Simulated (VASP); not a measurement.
# TaN (I4mm) in VASP: a series of runs

Runs on TaN. Level: PBEsol. Tasks: single point.

Everything below comes from runs of VASP 6.6.1. Logs are shortened: lines on timing, memory, paths and dates and some standing lists are left out, and cuts for length are marked.

## 1. The cell of the first run

The structure is tetragonal, space group I4mm (No. 107). The conventional cell has a = 3.082 Å, b = 3.082 Å, c = 4.358 Å, α = 90.00°, β = 90.00°, γ = 90.00°. Within 2.8 Å of Ta (site symmetry 4mm) lie 6 N at 2.08 to 2.28 Å. N (site symmetry 4mm) has 6 Ta at 2.08 to 2.28 Å within 2.8 Å.

## 2. Single point, PBEsol (all Ta atoms moved -0.100 Å, as atom 1 along Cartesian [0 0 1])

File INCAR:

```
ALGO     = Normal         # electronic algorithm
EDIFF    = 1E-7           # SCF threshold, eV
ENCUT    = 520            # plane-wave cutoff, eV
GGA      = PS             # functional
ISIF     = 2              # what is computed and relaxed
ISMEAR   = 0              # smearing method
LASPH    = T              # aspherical terms in the spheres
LCHARG   = F              # write CHGCAR
LREAL    = F              # projectors in reciprocal space
LWAVE    = F              # write WAVECAR
NBANDS   = 15             # bands
NELM     = 80             # most SCF steps
PREC     = Accurate       # precision mode
SIGMA    = 0.15           # smearing width, eV
```

File KPOINTS:

```
k-points
0
Gamma
  18 18 18
```

File POSCAR:

```
TaN
1.0
    0.0000000000      2.1790000000      2.1790000000
    2.1790000000      0.0000000000      2.1790000000
    2.1790000000      2.1790000000      0.0000000000
Ta N
1 1
Direct
    0.4770536944      0.4770536944      0.5229463056
    0.0000000000      0.0000000000      0.0000000000
```

Potentials or basis: VASP PAW PBE potentials, release 64 (Ta_pv, N).

Launch:

```console
> cat potpaw_PBE.64/Ta_pv/POTCAR potpaw_PBE.64/N/POTCAR > POTCAR
> mpirun -np 1 vasp_std > vasp.out
```

OUTCAR:

```text
EDIFF = 1E-7
   ENCUT = 520
   GGA = PS
   ISIF = 2
   ISMEAR = 0
   LASPH = T
   LREAL = F
   NELM = 80
   PREC = Accurate

 ion  position               nearest neighbor table
   1  0.477  0.477  0.523-   2 2.08   2 2.18   2 2.18   2 2.18   2 2.18   2 2.28
   2  0.000  0.000  0.000-   1 2.08   1 2.18   1 2.18   1 2.18   1 2.18   1 2.28

  LATTYP: Found a face centered cubic cell.
 ALAT       =     4.3580000000

  Lattice vectors:

 A1 = (   0.0000000000,   2.1790000000,   2.1790000000)
 A2 = (   2.1790000000,   0.0000000000,   2.1790000000)
 A3 = (   2.1790000000,   2.1790000000,   0.0000000000)

Analysis of symmetry for initial positions (statically):
=====================================================================
 Subroutine PRICEL returns:
 Original cell was already a primitive cell.

 Routine SETGRP: Setting up the symmetry group for a
 face centered cubic supercell.

 Subroutine GETGRP returns: Found  8 space group operations
 (whereof  8 operations were pure point group operations)
 out of a pool of 48 trial point group operations.

The static configuration has the point symmetry C_4v.

Analysis of symmetry for dynamics (positions and initial velocities):
=====================================================================
 Subroutine PRICEL returns:
 Original cell was already a primitive cell.

 Routine SETGRP: Setting up the symmetry group for a
 face centered cubic supercell.

 Subroutine GETGRP returns: Found  8 space group operations
 (whereof  8 operations were pure point group operations)
 out of a pool of 48 trial point group operations.

The dynamic configuration has the point symmetry C_4v.

 Subroutine INISYM returns: Found  8 space group operations
 (whereof  8 operations are pure point group operations),
 and found     1 'primitive' translations

----------------------------------------------------------------------------------------

                                     Primitive cell

  volume of cell :      20.6920

  direct lattice vectors                    reciprocal lattice vectors
     0.000000000  2.179000000  2.179000000    -0.229463056  0.229463056  0.229463056
     2.179000000  0.000000000  2.179000000     0.229463056 -0.229463056  0.229463056
     2.179000000  2.179000000  0.000000000     0.229463056  0.229463056 -0.229463056

  length of vectors
     3.081571352  3.081571352  3.081571352     0.397441672  0.397441672  0.397441672

  position of ions in fractional coordinates (direct lattice)
     0.477053694  0.477053694  0.522946306
     0.000000000  0.000000000  0.000000000

  ion indices of the primitive-cell ions
   primitive index   ion index
                 1           1
                 2           2

----------------------------------------------------------------------------------------

 KPOINTS: k-points

Automatic generation of k-mesh.
 Grid dimensions read from file:
 generate k-points for:   18   18   18

 Generating k-lattice:

  Cartesian coordinates                     Fractional coordinates (reciprocal lattice)
    -0.012747948  0.012747948  0.012747948     0.055555556  0.000000000  0.000000000
     0.012747948 -0.012747948  0.012747948     0.000000000  0.055555556  0.000000000
     0.012747948  0.012747948 -0.012747948     0.000000000  0.000000000  0.055555556

  Length of vectors
     0.022080093  0.022080093  0.022080093

  Shift w.r.t. Gamma in fractional coordinates (k-lattice)
     0.000000000  0.000000000  0.000000000

 Subroutine IBZKPT returns following result:
 ===========================================

 Found    480 irreducible k-points:

 Following reciprocal coordinates:
            Coordinates               Weight
  0.000000  0.000000  0.000000      1.000000
  0.055556  0.000000  0.000000      8.000000
  0.111111  0.000000  0.000000      8.000000
  0.166667  0.000000  0.000000      8.000000
  0.222222  0.000000  0.000000      8.000000
  0.277778  0.000000  0.000000      8.000000
[... 16 lines left out ...]
  0.388889  0.055556  0.000000      8.000000
  0.000000  0.388889  0.055556     16.000000
 [... further k-points ...]
   k-points           NKPTS =    480   k-points in BZ     NKDIM =    480   number of bands    NBANDS=     15
   number of dos      NEDOS =    301   number of ions     NIONS =      2
   total plane-waves  NPLWV =  13824
   dimension x,y,z NGX =    24 NGY =   24 NGZ =   24
   dimension x,y,z NGXF=    48 NGYF=   48 NGZF=   48
   ions per type =               1   1
   NGX,Y,Z   is equivalent  to a cutoff of  12.95, 12.95, 12.95 a.u.
   NGXF,Y,Z  is equivalent  to a cutoff of  25.90, 25.90, 25.90 a.u.
 SYSTEM =  unknown system
   PREC   = accura    normal or accurate (medium, high low for compatibility)
   ISTART =      0    job   : 0-new  1-cont  2-samecut
   ICHARG =      2    charge: 1-file 2-atom 10-const
   ISPIN  =      1    spin polarized calculation?
   LNONCOLLINEAR =      F non collinear calculations
   LSORBIT =      F    spin-orbit coupling
   LASPH  =      T    aspherical Exc in radial PAW
   ENCUT  =  520.0 eV  38.22 Ry    6.18 a.u.   5.73  5.73  5.73*2*pi/ulx,y,z
   NELM   =     80;   NELMIN=  2; NELMDL= -5     # of ELM steps
   EDIFF  = 0.1E-06   stopping-criterion for ELM
   LREAL  =      F    real-space projection
   EDIFFG = 0.1E-05   stopping-criterion for IOM
   NSW    =      0    number of steps for IOM
   IBRION =     -1    ionic relax: 0-MD 1-quasi-New 2-CG
   NFREE  =      0    steps in history (QN), initial steepest desc. (CG)
   ISIF   =      2    stress and relaxation
   ISYM   =      2    0-nonsym 1-usesym 2-fastsym
   POTIM  = 0.5000    time-step for ionic-motion
   TEBEG  =    0.0;   TEEND  =   0.0 temperature during run
   PSTRESS=    0.0 pullay stress
   NELECT =      16.0000    total number of electrons
   NUPDOWN=      -1.0000    fix difference up-down
   EMIN   =  10.00;   EMAX   =-10.00  energy-range for DOS
   EFERMI =   0.00;   METHOD = LEGACY
   ISMEAR =     0;   SIGMA  =   0.15  broadening in eV -4-tet -1-fermi 0-gaus
   EFERMI_NEDOS =   21; number of points for ismear=-14 and -15
   IALGO  =     38    algorithm
   IMIX   =      4    mixing-type and parameters
     AMIX     =   0.40;   BMIX     =  1.00
     AMIX_MAG =   1.60;   BMIX_MAG =  1.00
  volume/ion in A,a.u.               =      10.35        69.82
  Fermi-wavevector in a.u.,A,eV,Ry     =   1.502615  2.839530 30.719922  2.257851
  Thomas-Fermi vector in A             =   2.613832
   LORBIT       =      0    0 simple, 1 ext, 2 COOP (PROOUT), +10 PAW based schemes
   GGA     = PS    functional components
   LHFCALC =     F    Hartree Fock is set to
   AEXX    =    0.0000 exact exchange contribution
   IVDW    =     0    specifies the selected vdW correction
   LEPSILON=     F    determine dielectric tensor
   LRPA    =     F    only Hartree local field effects (RPA)
 non-spin polarized calculation
 Gauss-broadening in eV      SIGMA  =   0.15
  energy-cutoff  :      520.00
  volume of cell :       20.69
 maximum number of plane-waves:       568
   NGX = 11   NGY = 11   NGZ = 11

 number of electron      16.0000000 magnetization

 Free energy of the ion-electron system (eV)
  ---------------------------------------------------
  ext. energy  EPLUGINS =         0.00000000
  ---------------------------------------------------
  free energy    TOTEN  =       -23.16639780 eV

  energy without entropy =      -23.15754340  energy(sigma->0) =      -23.16197060

 E-fermi :   9.6685     XC(G=0): -13.7349

 val. band max:        9.6644094703   @ k =   0.1667  -0.3333   0.3333
 cond. band min:       9.6715238353   @ k =   0.3333   0.0000   0.0000
 fundamental gap:      0.0071143650
 Fermi energy:         9.6685485912

 k-point     1 :       0.0000    0.0000    0.0000
  band No.  band energies     occupation
      1     -25.9587      2.00000
      2     -25.9474      2.00000
      3     -25.9474      2.00000
      4      -9.3456      2.00000
      5       5.5283      2.00000
      6       5.5283      2.00000
      7       5.5781      2.00000
      8       7.4938      2.00000
      9       7.8004      2.00000
     10       7.8004      2.00000
     11       9.7329      0.54428
     12      10.0542      0.00028
     13      11.4397      0.00000
     14      19.0426      0.00000
     15      22.1377      0.00000

 k-point     2 :       0.0556    0.0000    0.0000
  band No.  band energies     occupation
      1     -25.9843      2.00000
      2     -25.9562      2.00000
      3     -25.9502      2.00000
      4      -9.2651      2.00000
      5       5.0181      2.00000
      6       5.3052      2.00000
      7       5.5316      2.00000
      8       7.5415      2.00000
      9       7.8414      2.00000
     10       7.9265      2.00000
     11      10.0867      0.00008
     12      10.3752      0.00000
     13      11.6757      0.00000
     14      19.2868      0.00000
     15      22.1376      0.00000

 k-point     3 :       0.1111    0.0000    0.0000
  band No.  band energies     occupation
      1     -26.0733      2.00000
      2     -25.9651      2.00000
      3     -25.9583      2.00000
      4      -9.0311      2.00000
      5       4.1975      2.00000
      6       4.7667      2.00000
      7       4.9869      2.00000
      8       7.7797      2.00000
      9       8.0364      2.00000
     10       8.1720      2.00000
     11      10.9380      0.00000
     12      11.1673      0.00000
     13      12.2942      0.00000
     14      19.9766      0.00000
     15      22.1370      0.00000
[... 343 lines left out ...]
 k-point    23 :       0.3889    0.0556    0.0000
  band No.  band energies     occupation
      1     -26.7632      2.00000
      2     -26.0429      2.00000
      3     -26.0379      2.00000
      4      -6.7997      2.00000
      5      -0.0003      2.00000
      6       2.2363      2.00000
      7       2.4220      2.00000
      8       9.6608      1.05802
      9      10.9944      0.00000
     10      11.1618      0.00000
     11      14.6400      0.00000
     12      15.5897      0.00000
     13      16.9353      0.00000
     14      21.6419      0.00000
     15      22.2187      0.00000

 k-point    24 :       0.0000    0.3889    0.0556
  band No.  band energies     occupation
      1     -26.7619      2.00000
      2     -26.0484      2.00000
      3     -26.0331      2.00000
      4      -6.8030      2.00000
      5       0.0007      2.00000
      6       2.2032      2.00000
      7       2.4653      2.00000
      8       9.6169      1.37381
      9      10.9946      0.00000
     10      11.1559      0.00000
     11      14.6996      0.00000
     12      15.7566      0.00000
     13      16.7440      0.00000
     14      21.6049      0.00000
     15      22.2133      0.00000

 [... further k-points ...]
[... 5 lines left out ...]
  --------------------------------------------------------------------------------------
  -------------------------------------------------------------------------------------
  Total        0.7150589      0.7150589      1.4237898      0.0000000      0.0000000      0.0000000
  in kB       55.3669657     55.3669657    110.2439511      0.0000000      0.0000000      0.0000000
  external PRESSURE =      73.6592942 kB  Pullay stress =       0.0000000 kB

 VOLUME and BASIS-vectors are now :
 -----------------------------------------------------------------------------
  energy-cutoff  :      520.00
  volume of cell :       20.69
      direct lattice vectors                 reciprocal lattice vectors
     0.000000000  2.179000000  2.179000000    -0.229463056  0.229463056  0.229463056
     2.179000000  0.000000000  2.179000000     0.229463056 -0.229463056  0.229463056
     2.179000000  2.179000000  0.000000000     0.229463056  0.229463056 -0.229463056

 POSITION                                       TOTAL-FORCE (eV/Angst)
 -----------------------------------------------------------------------------------
      2.17900      2.17900      2.07900         0.000000      0.000000      0.951648
      0.00000      0.00000      0.00000         0.000000      0.000000     -0.951648
 -----------------------------------------------------------------------------------
    total drift:                               -0.000000     -0.000000      0.000008

  FREE ENERGIE OF THE ION-ELECTRON SYSTEM (eV)
  ---------------------------------------------------
  free  energy   TOTEN  =       -23.1663977961 eV

  energy  without entropy=      -23.1575434040  energy(sigma->0) =      -23.16197060
```

Run time: 2.7 min. Hardware: 1 thread of Intel Xeon 8259CL, shared host; peak memory 0.27 GiB.

What came out:

- Free energy: -23.1664 eV
- Pressure: 7.4 GPa
- Largest force: 0.952 eV/Å
- Band gap on the k mesh: zero (band 8 reaches 11.62 eV, above the bottom of band 9 at 7.75 eV)

Forces on the atoms (eV/Å):
```
Ta   0.000  0.000  0.952
N    0.000  0.000 -0.952
```

Levels at points of the mesh, in eV from the Fermi level:
```tsv
k point	band 4	band 5	band 6	band 7	band 8	band 9	band 10	band 11	band 12	band 13
(0.00, 0.00, 0.00)	-19.01	-4.14	-4.14	-4.09	-2.17	-1.87	-1.87	0.06	0.39	1.77
(0.50, 0.00, 0.00)	-15.79	-10.59	-7.76	-7.74	1.95	2.04	2.09	3.86	7.66	8.00
(0.50, 0.50, 0.00)	-17.72	-6.64	-5.67	-4.67	-4.67	2.22	3.74	3.74	4.72	6.64
(0.00, 0.50, 0.50)	-17.72	-6.68	-6.12	-4.71	-4.18	2.29	3.74	3.75	4.81	7.06
```

Caveat: the cell differs from its parent crystal (all Ta atoms moved -0.100 Å, as atom 1 along Cartesian [0 0 1]); the PAW data sets were made with another functional, which shifts forces and pressure a little; spin-orbit coupling is left out, which moves the levels of the heavy elements.

## 3. Single point, PBEsol (all Ta atoms moved +0.075 Å, as atom 1 along Cartesian [0 0 1])

File INCAR:

```
SYSTEM = TaN
  PREC = Accurate
  ENCUT = 520
  EDIFF = 1E-6
  ISMEAR = 0
  SIGMA = 0.15
  LREAL = .False.
  LASPH = .True.
  NELM = 100
  ALGO = Normal
  ISIF = 2
  LWAVE = .False.
  LCHARG = .False.
  GGA = PS
  NBANDS = 15
```

File KPOINTS:

```
regular mesh
0
Gamma
  18 18 18
  0 0 0
```

Edit POSCAR of step 2 so:

```diff
@@ -8,3 +8,3 @@
 Direct
-    0.4770536944      0.4770536944      0.5229463056
+    0.5172097292      0.5172097292      0.4827902708
     0.0000000000      0.0000000000      0.0000000000
```

Potentials or basis: VASP PAW PBE potentials, release 64 (Ta_pv, N).

Launch:

```console
> cat potpaw_PBE.64/Ta_pv/POTCAR potpaw_PBE.64/N/POTCAR > POTCAR
> mpirun -np 1 vasp_std > vasp.out
```

Run time: 2.1 min. Hardware: 1 thread of Intel Xeon 8259CL, shared host; peak memory 0.27 GiB.

Results (log left out):

```
Free energy            : -23.1868 eV
Pressure               : 6.5 GPa
Largest force          : 0.688 eV/Å
Band gap on the k mesh : zero (band 8 reaches 11.65 eV, above the bottom of band 9 at 7.67 eV)
```

Forces in eV/Å, atoms in the order of the input:
```
Ta   0.000  0.000 -0.688
N    0.000  0.000  0.688
```

Stress tensor (GPa, compression positive):
```
5.51 0.00 0.00
0.00 5.51 0.00
0.00 0.00 8.61
```

Levels at points of the mesh, in eV from the Fermi level:
| k point | band 6 | band 7 | band 8 | band 9 | band 10 | band 11 |
| --- | --- | --- | --- | --- | --- | --- |
| (0.00, 0.00, 0.00) | -4.04 | -4.00 | -2.19 | -2.01 | -2.01 | 0.05 |
| (0.50, 0.00, 0.00) | -7.77 | -7.76 | 1.97 | 2.02 | 2.09 | 3.87 |
| (0.50, 0.50, 0.00) | -5.68 | -4.67 | -4.67 | 2.20 | 3.73 | 3.73 |
| (0.00, 0.50, 0.50) | -5.96 | -4.69 | -4.36 | 2.24 | 3.73 | 3.73 |

Caveat: the cell differs from its parent crystal (all Ta atoms moved +0.075 Å, as atom 1 along Cartesian [0 0 1]); the PAW data sets were made with another functional, which shifts forces and pressure a little; spin-orbit coupling is left out, which moves the levels of the heavy elements.
